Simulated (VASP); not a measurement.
Runs of VASP 6.6.1 on SnSe4. The structure is that of space group Pm-3m (No. 221), or close to it. The cells are those of the table. 

| task | level | cell | k mesh | cutoff (eV) | gap on the mesh (eV) | pressure (GPa) |
| --- | --- | --- | --- | --- | --- | --- |
| relaxation of cell and atoms | PBE | relaxed from a = 5.233 Å, 5 atoms | 8 × 8 × 8 | 600 | none | 0.0 |
| single point | PBE+D3(BJ) | a = 5.257 Å, 5 atoms | 8 × 8 × 8, shifted | 520 | none | (a) |
| single point | PBE | a = 5.233 Å, 5 atoms | 4 × 4 × 4 | 520 | none | 0.7 |
| single point | PBE | a = 5.257 Å, 5 atoms | 8 × 8 × 8 | 520 | none | 0.0 |

Alike in all rows: potentials or basis VASP PAW PBE potentials, release 64 (Sn_d, Se); no spin polarisation; smearing gaussian 0.1 eV.

Problem. Fill in the values left out.

Solution. (a) -1.9.

Caveats: spin-orbit coupling is left out, which moves the levels of the heavy elements; three body term missing (some runs); pairwise dispersion overbinds metals, which lowers pressure and volume (some runs).

A k mesh can miss the band edges, and the runs leave out spin-orbit coupling on Se, Sn.

A gap of «none» marks levels without a gap at the run's occupations.
